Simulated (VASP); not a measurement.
The system is Ni.

```
Ni
1.0
     2.41291    0.00000    0.00000
    -1.20646    2.08964    0.00000
     0.00000    0.00000    2.35153
Ni
1
Direct
  0.00000 0.00000 0.00000
```

Base run:

| Quantity | Value |
| --- | --- |
| Program | VASP 6.6.1 |
| Functional | PBE |
| Potentials or basis | VASP PAW PBE potentials, release 64 (Ni_sv_GW) |
| Cutoff | 590 eV |
| k mesh | 18 × 18 × 17 |
| Occupations | fermi-dirac, width 0.1 eV |
| Spin | collinear spin, ferromagnetic start |
| Starting moments | [1.0] μB |

Its results: pressure -3.9 GPa; net moment 0.50 μB per cell; site moments Ni +0.52 μB.

The run is repeated on the same cell with these changes: potentials or basis from VASP PAW PBE potentials, release 64 (Ni_sv_GW) to VASP PAW PBE potentials, release 64 (Ni); cutoff from 590 eV to 520 eV; further incar settings from ALGO = Normal; EDIFF = 1e-06; NBANDS = 19 to ALGO = Normal; EDIFF = 1e-06; NBANDS = 15; valence electrons from 18 to 10. What comes out?

Pressure -0.2 GPa; net moment 0.48 μB per cell; site moments Ni +0.49 μB.
